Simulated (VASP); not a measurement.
Set up this calculation in VASP 6.6.1, as the native input.

```yaml
Task: single point
Functional: PBE
Potentials_or_basis: VASP PAW PBE potentials, release 64 (Hf_pv, O)
Cutoff: 520 eV
k_mesh: 6 × 6 × 4
Occupations: gaussian, width 0.05 eV
Spin: no spin polarisation
Dipole_correction: no
Further_INCAR_settings: ALGO = Normal; EDIFF = 1e-06; NBANDS = 31
```

The structure of HfO2 lies in POSCAR:

```
HfO2
1.0
    3.7845200538      0.0000000000      0.0000000000
    0.0000000000      3.7845200538      0.0000000000
    0.0000000000      0.0000000000      5.1323679760
Hf O
2 4
Direct
    0.5000000000      0.5000000000      0.5000000000
    0.0000000000      0.0000000000      0.0000000000
    0.0000000000      0.5000000000      0.6932521152
    0.5000000000      0.0000000000      0.8067478848
    0.5000000000      0.0000000000      0.3067478848
    0.0000000000      0.5000000000      0.1932521152
```

This cell differs from its parent crystal: strain +0.050 along x and y, -0.025 along z.

These files were run (other wordings do the same):

INCAR

```
SYSTEM = HfO2
PREC = Accurate
ENCUT = 520
EDIFF = 1E-6
ISMEAR = 0
SIGMA = 0.05
LREAL = .FALSE.
LASPH = .TRUE.
NELM = 100
ALGO = Normal
ISIF = 2
LWAVE = .FALSE.
LCHARG = .FALSE.
GGA = PE
NBANDS = 31
```

KPOINTS

```
regular mesh
0
G
  6 6 4
  0 0 0
```

Potentials or basis: VASP PAW PBE potentials, release 64 (Hf_pv, O).

Run with:

```console
$ cat potpaw_PBE.64/Hf_pv/POTCAR potpaw_PBE.64/O/POTCAR > POTCAR
$ mpirun -np 1 vasp_std > vasp.out
```

It gave:

```
Pressure               : -18.5 GPa
Largest force          : 0.163 eV/Å
Band gap on the k mesh : 3.59 eV (least direct gap 3.63 eV)
```

Caveat: the cell differs from its parent crystal (strain +0.050 along x and y, -0.025 along z); the cell stands under tension; spin-orbit coupling is left out, which moves the levels of the heavy elements.

Wall time 100 s on 1 thread of Intel Xeon 8259CL, on a shared host, peak memory 0.21 GiB.
